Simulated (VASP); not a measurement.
# RuS (F-43m) in VASP: notebook, part 2 of 2

VASP 6.6.1.

## Step 4: Single point, PBE (volume scaled by 1.070)

File INCAR:

```
PREC = Accurate
ENCUT = 520
EDIFF = 1E-6
ISMEAR = 0
SIGMA = 0.05
LREAL = False
LASPH = True
NELM = 100
ALGO = Normal
ISIF = 2
LWAVE = False
LCHARG = True
GGA = PE
LELF = True
LVHAR = True
NBANDS = 17
```

File KPOINTS:

```
Automatic mesh
0
Gamma
  10 10 10
```

File POSCAR:

```
RuS
1.0
    0.0000000000      2.6598358222      2.6598358222
    2.6598358222      0.0000000000      2.6598358222
    2.6598358222      2.6598358222      0.0000000000
Ru S
1 1
Direct
    0.0000000000      0.0000000000      0.0000000000
    0.2500000000      0.2500000000      0.2500000000
```

Potentials or basis: VASP PAW PBE potentials, release 64 (Ru_pv, S).

The run is started by

```bash
$ cat potpaw_PBE.64/Ru_pv/POTCAR potpaw_PBE.64/S/POTCAR > POTCAR
$ mpirun -np 1 vasp_std > vasp.out
```

OUTCAR:

```text
PREC = Accurate
   ENCUT = 520
   EDIFF = 1E-6
   ISMEAR = 0
   LREAL = False
   LASPH = True
   NELM = 100
   ISIF = 2
   GGA = PE

 ion  position               nearest neighbor table
   1  0.000  0.000  0.000-   2 2.30   2 2.30   2 2.30   2 2.30
   2  0.250  0.250  0.250-   1 2.30   1 2.30   1 2.30   1 2.30

  LATTYP: Found a face centered cubic cell.
 ALAT       =     5.3196716444

  Lattice vectors:

 A1 = (   0.0000000000,   2.6598358222,   2.6598358222)
 A2 = (   2.6598358222,   0.0000000000,   2.6598358222)
 A3 = (   2.6598358222,   2.6598358222,   0.0000000000)

Analysis of symmetry for initial positions (statically):
=====================================================================
 Subroutine PRICEL returns:
 Original cell was already a primitive cell.

 Routine SETGRP: Setting up the symmetry group for a
 face centered cubic supercell.

 Subroutine GETGRP returns: Found 24 space group operations
 (whereof 24 operations were pure point group operations)
 out of a pool of 48 trial point group operations.

The static configuration has the point symmetry T_d .

Analysis of symmetry for dynamics (positions and initial velocities):
=====================================================================
 Subroutine PRICEL returns:
 Original cell was already a primitive cell.

 Routine SETGRP: Setting up the symmetry group for a
 face centered cubic supercell.

 Subroutine GETGRP returns: Found 24 space group operations
 (whereof 24 operations were pure point group operations)
 out of a pool of 48 trial point group operations.

The dynamic configuration has the point symmetry T_d .

 Subroutine INISYM returns: Found 24 space group operations
 (whereof 24 operations are pure point group operations),
 and found     1 'primitive' translations

----------------------------------------------------------------------------------------

                                     Primitive cell

[... 102 lines left out ...]
   NUPDOWN=      -1.0000    fix difference up-down
   EMIN   =  10.00;   EMAX   =-10.00  energy-range for DOS
   EFERMI =   0.00;   METHOD = LEGACY
   ISMEAR =     0;   SIGMA  =   0.05  broadening in eV -4-tet -1-fermi 0-gaus
   EFERMI_NEDOS =   21; number of points for ismear=-14 and -15
   IALGO  =     38    algorithm
   IMIX   =      4    mixing-type and parameters
     AMIX     =   0.40;   BMIX     =  1.00
     AMIX_MAG =   1.60;   BMIX_MAG =  1.00
  volume/ion in A,a.u.               =      18.82       126.99
  Fermi-wavevector in a.u.,A,eV,Ry     =   1.326030  2.505833 23.923878  1.758355
  Thomas-Fermi vector in A             =   2.455447
   LORBIT       =      0    0 simple, 1 ext, 2 COOP (PROOUT), +10 PAW based schemes
   GGA     = PE    functional components
   LHFCALC =     F    Hartree Fock is set to
   AEXX    =    0.0000 exact exchange contribution
   IVDW    =     0    specifies the selected vdW correction
   LEPSILON=     F    determine dielectric tensor
   LRPA    =     F    only Hartree local field effects (RPA)
 non-spin polarized calculation
 Gauss-broadening in eV      SIGMA  =   0.05
  energy-cutoff  :      520.00
  volume of cell :       37.64
 maximum number of plane-waves:      1031
   NGX = 13   NGY = 13   NGZ = 13

 number of electron      20.0000005 magnetization

 Free energy of the ion-electron system (eV)
  ---------------------------------------------------
  ext. energy  EPLUGINS =         0.00000000
  ---------------------------------------------------
  free energy    TOTEN  =       -13.58850591 eV

  energy without entropy =      -13.58612837  energy(sigma->0) =      -13.58731714

 E-fermi :   7.2032     XC(G=0): -10.7976

 val. band max:        7.1636155816   @ k =   0.4000   0.2000   0.1000
 cond. band min:       7.2248298697   @ k =  -0.3000   0.3000   0.0000
 fundamental gap:      0.0612142881
 Fermi energy:         7.2031637784

 k-point     1 :       0.0000    0.0000    0.0000
  band No.  band energies     occupation
      1     -35.5352      2.00000
      2     -35.5352      2.00000
      3     -35.5352      2.00000
      4      -7.7567      2.00000
      5       1.4444      2.00000
      6       1.4444      2.00000
[... 457 lines left out ...]
      4      -6.9466      2.00000
      5       0.6971      2.00000
      6       2.2462      2.00000
[... 9 lines left out ...]
     16      17.5137      0.00000
     17      18.6482      0.00000

 [... further k-points ...]
[... 5 lines left out ...]
  --------------------------------------------------------------------------------------
  -------------------------------------------------------------------------------------
  Total       -2.0110226     -2.0110226     -2.0110226     -0.0000000     -0.0000000      0.0000000
  in kB      -85.6116847    -85.6116847    -85.6116847     -0.0000000     -0.0000000      0.0000000
  external PRESSURE =     -85.6116847 kB  Pullay stress =       0.0000000 kB

 VOLUME and BASIS-vectors are now :
 -----------------------------------------------------------------------------
  energy-cutoff  :      520.00
  volume of cell :       37.64
      direct lattice vectors                 reciprocal lattice vectors
     0.000000000  2.659835822  2.659835822    -0.187981527  0.187981527  0.187981527
     2.659835822  0.000000000  2.659835822     0.187981527 -0.187981527  0.187981527
     2.659835822  2.659835822  0.000000000     0.187981527  0.187981527 -0.187981527

 POSITION                                       TOTAL-FORCE (eV/Angst)
 -----------------------------------------------------------------------------------
      0.00000      0.00000      0.00000        -0.000000     -0.000000     -0.000000
      1.32992      1.32992      1.32992         0.000000      0.000000      0.000000
 -----------------------------------------------------------------------------------
    total drift:                               -0.000001     -0.000001     -0.000001

  FREE ENERGIE OF THE ION-ELECTRON SYSTEM (eV)
  ---------------------------------------------------
  free  energy   TOTEN  =       -13.5885059128 eV

  energy  without entropy=      -13.5861283724  energy(sigma->0) =      -13.58731714
```

OSZICAR:

```text
N       E                     dE             d eps       ncg     rms          rms(c)
DAV:   1     0.153683243322E+03    0.15368E+03   -0.11250E+04  1598   0.112E+03
DAV:   2    -0.950531817150E+01   -0.16319E+03   -0.15883E+03  1795   0.310E+02
DAV:   3    -0.140062846563E+02   -0.45010E+01   -0.44699E+01  2118   0.530E+01
DAV:   4    -0.140457081965E+02   -0.39424E-01   -0.39407E-01  1844   0.506E+00
DAV:   5    -0.140465240638E+02   -0.81587E-03   -0.81576E-03  2206   0.654E-01    0.137E+01
DAV:   6    -0.136928692386E+02    0.35365E+00   -0.24056E+00  1708   0.145E+01    0.626E+00
DAV:   7    -0.135991680078E+02    0.93701E-01   -0.44169E-01  1680   0.657E+00    0.466E+00
DAV:   8    -0.135883216557E+02    0.10846E-01   -0.31406E-02  1782   0.157E+00    0.381E-01
DAV:   9    -0.135883583781E+02   -0.36722E-04   -0.15464E-03  2174   0.268E-01    0.234E-01
DAV:  10    -0.135885045479E+02   -0.14617E-03   -0.19948E-04  1737   0.947E-02    0.306E-02
DAV:  11    -0.135885049973E+02   -0.44935E-06   -0.27598E-05  1881   0.478E-02    0.116E-02
DAV:  12    -0.135885059128E+02   -0.91548E-06   -0.26371E-06  1745   0.124E-02
   1 F= -.13588506E+02 E0= -.13587317E+02  d E =-.237754E-02
```

stdout:

```text
POSCAR found type information on POSCAR RuS
 POSCAR found :  2 types and       2 ions
 scaLAPACK will be used
 LDA part: xc-table for (Slater+PW92), standard interpolation
 POSCAR, INCAR and KPOINTS ok, starting setup
 FFT: planning ... GRIDC
 FFT: planning ... GRID_SOFT
 FFT: planning ... GRID
 WAVECAR not read
 entering main loop
```

Wall time 36 s (1 thread of Intel Xeon Platinum 8375C at 2.90GHz (Ice Lake), shared host); peak memory 0.17 GiB.

What came out:

- Free energy: -13.5885 eV
- Pressure: -8.6 GPa
- Band gap on the k mesh: zero (band 10 reaches 9.40 eV, above the bottom of band 11 at 6.78 eV)

Levels at points of the mesh, in eV from the Fermi level:
| k point | band 8 | band 9 | band 10 | band 11 | band 12 | band 13 |
| --- | --- | --- | --- | --- | --- | --- |
| (0.00, 0.00, 0.00) | -1.85 | -1.85 | 1.97 | 3.17 | 3.17 | 3.17 |
| (0.50, 0.00, 0.00) | -1.55 | -1.55 | -1.24 | 1.37 | 1.37 | 4.38 |
| (0.50, 0.50, 0.00) | -2.32 | -1.10 | -0.96 | -0.42 | -0.42 | 5.73 |

Caveat: the cell differs from its parent crystal (volume scaled by 1.070).

## Step 5: Single point, PBE (volume scaled by 1.100)

File INCAR:

```
SYSTEM = RuS
ALGO     = Normal         ! electronic algorithm
EDIFF    = 1E-6           ! SCF threshold, eV
ENCUT    = 520            ! plane-wave cutoff, eV
GGA      = PE             ! functional
ISIF     = 2              ! what is computed and relaxed
ISMEAR   = 0              ! smearing method
LASPH    = .TRUE.         ! aspherical terms in the spheres
LCHARG   = .TRUE.         ! write CHGCAR
LELF     = .TRUE.         ! ELF
LREAL    = .FALSE.        ! projectors in reciprocal space
LVHAR    = .TRUE.       
LWAVE    = .FALSE.        ! write WAVECAR
NBANDS   = 17             ! bands
NELM     = 80             ! most SCF steps
PREC     = Accurate       ! precision mode
SIGMA    = 0.05           ! smearing width, eV
```

File KPOINTS:

```
k-points
0
G
  10 10 10
  0 0 0
```

File POSCAR:

```
RuS
1.0
    0.0000000000      2.6844653330      2.6844653330
    2.6844653330      0.0000000000      2.6844653330
    2.6844653330      2.6844653330      0.0000000000
Ru S
1 1
Direct
    0.0000000000      0.0000000000      0.0000000000
    0.2500000000      0.2500000000      0.2500000000
```

The run is started by

```bash
$ cat potpaw_PBE.64/Ru_pv/POTCAR potpaw_PBE.64/S/POTCAR > POTCAR
$ mpirun -np 1 vasp_std > vasp.out
```

It took 35 s on 1 thread of Intel Xeon Platinum 8375C at 2.90GHz (Ice Lake), shared host; peak memory 0.17 GiB.

Results (log left out):

```yaml
Free_energy: -13.5237 eV
Pressure: -11.2 GPa
Band_gap_on_the_k_mesh: zero (band 10 reaches 8.97 eV, above the bottom of band 11 at 6.47 eV)
```

Levels at points of the mesh, in eV from the Fermi level:
```
           k point  band 8  band 9  band 10  band 11  band 12  band 13
(0.00, 0.00, 0.00)   -1.77   -1.77     1.91     3.05     3.05     3.05
(0.50, 0.00, 0.00)   -1.48   -1.48    -1.20     1.32     1.32     4.33
(0.50, 0.50, 0.00)   -2.20   -1.05    -0.93    -0.39    -0.39     5.60
```

Caveat: the cell differs from its parent crystal (volume scaled by 1.100).

## Step 6: Single point, r2SCAN

This run uses another cell than the first one, of 17.59 Å³/atom, 0.980 times its volume.

File POSCAR:

```
RuS
1.0
    0.0000000000      2.6005202394      2.6005202394
    2.6005202394      0.0000000000      2.6005202394
    2.6005202394      2.6005202394      0.0000000000
Ru S
1 1
Direct
    0.0000000000      0.0000000000      0.0000000000
    0.2500000000      0.2500000000      0.2500000000
```

File INCAR.step1:

```
SYSTEM = RuS
ALGO     = Normal         ! electronic algorithm
EDIFF    = 1E-4           ! SCF threshold, eV
ENCUT    = 520            ! plane-wave cutoff, eV
GGA      = PE             ! functional
ISMEAR   = 0              ! smearing method
LASPH    = .TRUE.         ! aspherical terms in the spheres
LCHARG   = .FALSE.        ! write CHGCAR
LREAL    = .FALSE.        ! projectors in reciprocal space
LWAVE    = .TRUE.         ! write WAVECAR
NBANDS   = 17             ! bands
NELM     = 80             ! most SCF steps
PREC     = Accurate       ! precision mode
SIGMA    = 0.05           ! smearing width, eV
```

File INCAR.step2:

```
SYSTEM = RuS
ALGO     = Normal         ! electronic algorithm
EDIFF    = 1E-7           ! SCF threshold, eV
ENCUT    = 520            ! plane-wave cutoff, eV
ISIF     = 2              ! what is computed and relaxed
ISMEAR   = 0              ! smearing method
ISTART   = 1            
LASPH    = .TRUE.         ! aspherical terms in the spheres
LCHARG   = .FALSE.        ! write CHGCAR
LMIXTAU  = .TRUE.       
LREAL    = .FALSE.        ! projectors in reciprocal space
LWAVE    = .FALSE.        ! write WAVECAR
METAGGA  = R2SCAN         ! meta-GGA
NBANDS   = 17             ! bands
NELM     = 80             ! most SCF steps
PREC     = Accurate       ! precision mode
SIGMA    = 0.05           ! smearing width, eV
```

KPOINTS is that of step 5.

Potentials or basis: VASP PAW PBE potentials, release 64 (Ru_pv, S).

The run is started by

```bash
$ cat potpaw_PBE.64/Ru_pv/POTCAR potpaw_PBE.64/S/POTCAR > POTCAR
$ cp INCAR.step1 INCAR
$ mpirun -np 1 vasp_std > vasp.out
$ cp INCAR.step2 INCAR
$ mpirun -np 1 vasp_std > vasp.out
```

OUTCAR:

```text
SYSTEM = RuS
   EDIFF = 1E-7
   ENCUT = 520
   ISIF = 2
   ISMEAR = 0
   ISTART = 1
   LASPH = .TRUE.
   LREAL = .FALSE.
   METAGGA = R2SCAN
   NELM = 80
   PREC = Accurate

 ion  position               nearest neighbor table
   1  0.000  0.000  0.000-   2 2.25   2 2.25   2 2.25   2 2.25
   2  0.250  0.250  0.250-   1 2.25   1 2.25   1 2.25   1 2.25

  LATTYP: Found a face centered cubic cell.
 ALAT       =     5.2010404788

  Lattice vectors:

 A1 = (   0.0000000000,   2.6005202394,   2.6005202394)
 A2 = (   2.6005202394,   0.0000000000,   2.6005202394)
 A3 = (   2.6005202394,   2.6005202394,   0.0000000000)

Analysis of symmetry for initial positions (statically):
=====================================================================
 Subroutine PRICEL returns:
 Original cell was already a primitive cell.

 Routine SETGRP: Setting up the symmetry group for a
 face centered cubic supercell.

 Subroutine GETGRP returns: Found 24 space group operations
 (whereof 24 operations were pure point group operations)
 out of a pool of 48 trial point group operations.

The static configuration has the point symmetry T_d .

Analysis of symmetry for dynamics (positions and initial velocities):
=====================================================================
 Subroutine PRICEL returns:
 Original cell was already a primitive cell.

 Routine SETGRP: Setting up the symmetry group for a
 face centered cubic supercell.

 Subroutine GETGRP returns: Found 24 space group operations
 (whereof 24 operations were pure point group operations)
 out of a pool of 48 trial point group operations.

The dynamic configuration has the point symmetry T_d .

 Subroutine INISYM returns: Found 24 space group operations
 (whereof 24 operations are pure point group operations),
 and found     1 'primitive' translations

----------------------------------------------------------------------------------------

                                     Primitive cell

  volume of cell :      35.1731
[... 103 lines left out ...]
   EFERMI =   0.00;   METHOD = LEGACY
   ISMEAR =     0;   SIGMA  =   0.05  broadening in eV -4-tet -1-fermi 0-gaus
   EFERMI_NEDOS =   21; number of points for ismear=-14 and -15
   IALGO  =     38    algorithm
   IMIX   =      4    mixing-type and parameters
     AMIX     =   0.40;   BMIX     =  1.00
     AMIX_MAG =   1.60;   BMIX_MAG =  1.00
  volume/ion in A,a.u.               =      17.59       118.68
  Fermi-wavevector in a.u.,A,eV,Ry     =   1.356276  2.562989 25.027690  1.839483
  Thomas-Fermi vector in A             =   2.483292
   LORBIT       =      0    0 simple, 1 ext, 2 COOP (PROOUT), +10 PAW based schemes
   METAGGA = R2SCAN    functional components
   LHFCALC =     F    Hartree Fock is set to
   AEXX    =    0.0000 exact exchange contribution
   IVDW    =     0    specifies the selected vdW correction
   LEPSILON=     F    determine dielectric tensor
   LRPA    =     F    only Hartree local field effects (RPA)
 non-spin polarized calculation
 Gauss-broadening in eV      SIGMA  =   0.05
  energy-cutoff  :      520.00
  volume of cell :       35.17
 maximum number of plane-waves:       962
   NGX = 13   NGY = 13   NGZ = 13

 number of electron      19.9999998 magnetization

 Free energy of the ion-electron system (eV)
  ---------------------------------------------------
  ext. energy  EPLUGINS =         0.00000000
  ---------------------------------------------------
  free energy    TOTEN  =       -33.94654042 eV

  energy without entropy =      -33.94410487  energy(sigma->0) =      -33.94532264

 E-fermi :   8.0723     XC(G=0): -11.8725

 val. band max:        8.0578789388   @ k =  -0.3000   0.4000   0.1000
 cond. band min:       8.0899474899   @ k =   0.5000   0.4000   0.0000
 fundamental gap:      0.0320685511
 Fermi energy:         8.0722981462

 k-point     1 :       0.0000    0.0000    0.0000
  band No.  band energies     occupation
      1     -36.2383      2.00000
      2     -36.2383      2.00000
      3     -36.2383      2.00000
      4      -8.0814      2.00000
      5       1.5201      2.00000
      6       1.5201      2.00000
[... 457 lines left out ...]
      4      -7.1239      2.00000
      5       0.7278      2.00000
      6       2.4719      2.00000
[... 9 lines left out ...]
     16      18.3953      0.00000
     17      19.0369      0.00000

 [... further k-points ...]
[... 5 lines left out ...]
  --------------------------------------------------------------------------------------
  -------------------------------------------------------------------------------------
  Total       -0.5931463     -0.5931463     -0.5931463     -0.0000000     -0.0000000      0.0000000
  in kB      -27.0185267    -27.0185267    -27.0185267     -0.0000000     -0.0000000      0.0000000
  external PRESSURE =     -27.0185267 kB  Pullay stress =       0.0000000 kB

 VOLUME and BASIS-vectors are now :
 -----------------------------------------------------------------------------
  energy-cutoff  :      520.00
  volume of cell :       35.17
      direct lattice vectors                 reciprocal lattice vectors
     0.000000000  2.600520239  2.600520239    -0.192269221  0.192269221  0.192269221
     2.600520239  0.000000000  2.600520239     0.192269221 -0.192269221  0.192269221
     2.600520239  2.600520239  0.000000000     0.192269221  0.192269221 -0.192269221

 POSITION                                       TOTAL-FORCE (eV/Angst)
 -----------------------------------------------------------------------------------
      0.00000      0.00000      0.00000        -0.000000     -0.000000     -0.000000
      1.30026      1.30026      1.30026         0.000000      0.000000      0.000000
 -----------------------------------------------------------------------------------
    total drift:                               -0.000000     -0.000000     -0.000000

  FREE ENERGIE OF THE ION-ELECTRON SYSTEM (eV)
  ---------------------------------------------------
  free  energy   TOTEN  =       -33.9465404153 eV

  energy  without entropy=      -33.9441048651  energy(sigma->0) =      -33.94532264
```

OSZICAR.step1:

```text
N       E                     dE             d eps       ncg     rms          rms(c)
DAV:   1     0.157830018985E+03    0.15783E+03   -0.11226E+04  1598   0.113E+03
DAV:   2    -0.965404552941E+01   -0.16748E+03   -0.16343E+03  1802   0.318E+02
DAV:   3    -0.140960276431E+02   -0.44420E+01   -0.44082E+01  2086   0.534E+01
DAV:   4    -0.141322197975E+02   -0.36192E-01   -0.36181E-01  1888   0.495E+00
DAV:   5    -0.141328428493E+02   -0.62305E-03   -0.62298E-03  2207   0.586E-01    0.161E+01
DAV:   6    -0.137480895720E+02    0.38475E+00   -0.23699E+00  1722   0.145E+01    0.710E+00
DAV:   7    -0.136715080465E+02    0.76582E-01   -0.41760E-01  1737   0.645E+00    0.531E+00
DAV:   8    -0.136585549684E+02    0.12953E-01   -0.32239E-02  1843   0.166E+00    0.356E-01
DAV:   9    -0.136586896521E+02   -0.13468E-03   -0.15947E-03  2080   0.279E-01    0.204E-01
DAV:  10    -0.136588375075E+02   -0.14786E-03   -0.15308E-04  1653   0.903E-02    0.361E-02
DAV:  11    -0.136588271250E+02    0.10383E-04   -0.22762E-05   945   0.484E-02
   1 F= -.13658827E+02 E0= -.13657788E+02  d E =-.207813E-02
```

It took 1.9 min on 1 thread of Intel Xeon Platinum 8375C at 2.90GHz (Ice Lake), shared host; peak memory 0.18 GiB.

What came out:

```
Free energy            : -33.9465 eV
Pressure               : -2.7 GPa
Band gap on the k mesh : zero (band 10 reaches 10.79 eV, above the bottom of band 11 at 7.56 eV)
```

Caveat: the PAW data sets were made with another functional, which shifts forces and pressure a little.

## Step 7: Summary

| level | cell | gap on the mesh (eV) | pressure (GPa) |
| --- | --- | --- | --- |
| PBE | a = 3.702 Å, angles 60.0°, 2 atoms | none | -2.9 |
| PBE | a = 3.726 Å, angles 60.0°, 2 atoms | none | -5.4 |
| PBE | a = 3.762 Å, angles 60.0°, 2 atoms | none | -8.6 |
| PBE | a = 3.796 Å, angles 60.0°, 2 atoms | none | -11.2 |
| r2SCAN | a = 3.678 Å, angles 60.0°, 2 atoms | none | -2.7 |

Alike in all rows: task single point; potentials or basis VASP PAW PBE potentials, release 64 (Ru_pv, S); no spin polarisation; k mesh 10 × 10 × 10; cutoff (eV) 520; smearing gaussian 0.05 eV.

Caveats: the PAW data sets were made with another functional, which shifts forces and pressure a little (some runs).

Absolute energies hang on the potentials; compare differences alone.
